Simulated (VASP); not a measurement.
**MgH5W: relaxation of cell and atoms with PBE**

MgH5W:

```
Mg H W
1.0
     3.52041    0.00000    0.00000
    -1.76020    3.04876    0.00000
     0.00000    0.00000    6.65115
Mg H W
1 5 1
Direct
  0.00000 0.00000 0.50000
  0.50000 0.00000 0.00000
  0.00000 0.50000 0.00000
  0.50000 0.50000 0.00000
  0.00000 0.00000 0.75888
  0.00000 0.00000 0.24112
  0.00000 0.00000 0.00000
```

```yaml
Program: VASP 6.6.1
Task: relaxation of cell and atoms
Functional: PBE
Potentials_or_basis: VASP PAW PBE potentials, release 64 (Mg, H, W_sv)
Cutoff: 600 eV
k_mesh: 6 × 6 × 4
Occupations: gaussian, width 0.1 eV
Spin: no spin polarisation
Dipole_correction: no
Further_INCAR_settings: ALGO = Normal; EDIFF = 1e-06; IBRION = 2; EDIFFG = -0.04; NSW = 90; ISIF = 3
```

```
Relaxed volume                         : 11.73 Å³/atom
Relaxed cell                           : a = 3.609 Å, b = 3.609 Å, c = 7.277 Å, α = 90.00°, β = 90.00°, γ = 120.00°
Space group after relaxing (to 0.05 Å) : P6/mmm (No. 191)
Energy gained by relaxing              : 92.3 meV/atom
Ionic steps                            : 8
Pressure after relaxing                : 0.0 GPa
Largest force after relaxing           : 0.017 eV/Å
```

Forces in eV/Å, atoms in the order of the input:
```
Mg   0.000  0.000  0.000
H    0.000  0.000  0.000
H    0.000  0.000  0.000
H    0.000  0.000  0.000
H    0.000  0.000  0.017
H    0.000  0.000 -0.017
W    0.000  0.000  0.000
```

Stress tensor (GPa, compression positive):
```
 0.07  0.00  0.00
 0.00  0.07  0.00
 0.00  0.00 -0.06
```

Step by step:
| step | energy change (eV) | largest force (eV/Å) | pressure (GPa) | volume (Å³) |
| --- | --- | --- | --- | --- |
| 1 | 0.0000 | 2.6181 | 13.73 | 71.39 |
| 2 | -0.5249 | 1.3162 | 0.22 | 80.73 |
| 3 | -0.5722 | 0.6876 | 2.66 | 78.24 |
| 4 | -0.6262 | 0.3473 | 0.74 | 80.67 |
| 5 | -0.6382 | 0.1146 | -0.62 | 82.68 |
| 6 | -0.6439 | 0.0267 | -0.23 | 82.30 |
| 7 | -0.6456 | 0.0540 | 0.17 | 81.96 |
| 8 | -0.6460 | 0.0173 | 0.03 | 82.10 |

Final structure:
```
Mg H W
1.0
     3.60921    0.00000    0.00000
    -1.80461    3.12567    0.00000
     0.00000    0.00000    7.27720
Mg H W
1 5 1
Direct
  0.00000 0.00000 0.50000
  0.50000 0.00000 0.00000
  0.00000 0.50000 0.00000
  0.50000 0.50000 0.00000
  0.00000 0.00000 0.75309
  0.00000 0.00000 0.24691
  0.00000 0.00000 0.00000
```

Levels at points of the mesh, in eV from the Fermi level:
```
           k point  band 7  band 8  band 9  band 10  band 11  band 12  band 13  band 14
(0.00, 0.00, 0.00)   -4.43   -4.43   -4.19    -1.83     0.74     0.74     5.54     6.66
(0.50, 0.00, 0.00)   -5.29   -2.96   -1.36     0.17     0.33     0.47     0.75     0.84
(0.00, 0.00, 0.50)   -5.52   -4.43   -4.43    -0.20     0.74     0.74     3.18     5.69
(0.50, 0.00, 0.50)   -5.01   -3.68   -1.57     0.32     0.47     0.66     0.75     1.14
```

Run time: 2.3 min on 1 thread of Intel(R) Xeon(R) Platinum 8375C CPU @ 2.90GHz (Ice Lake), with other jobs on the host, peak memory 0.23 GiB.

Caveat: the volume moved by over 15 % at a fixed basis, so the end points are rough; spin-orbit coupling is left out, which moves the levels of the heavy elements.
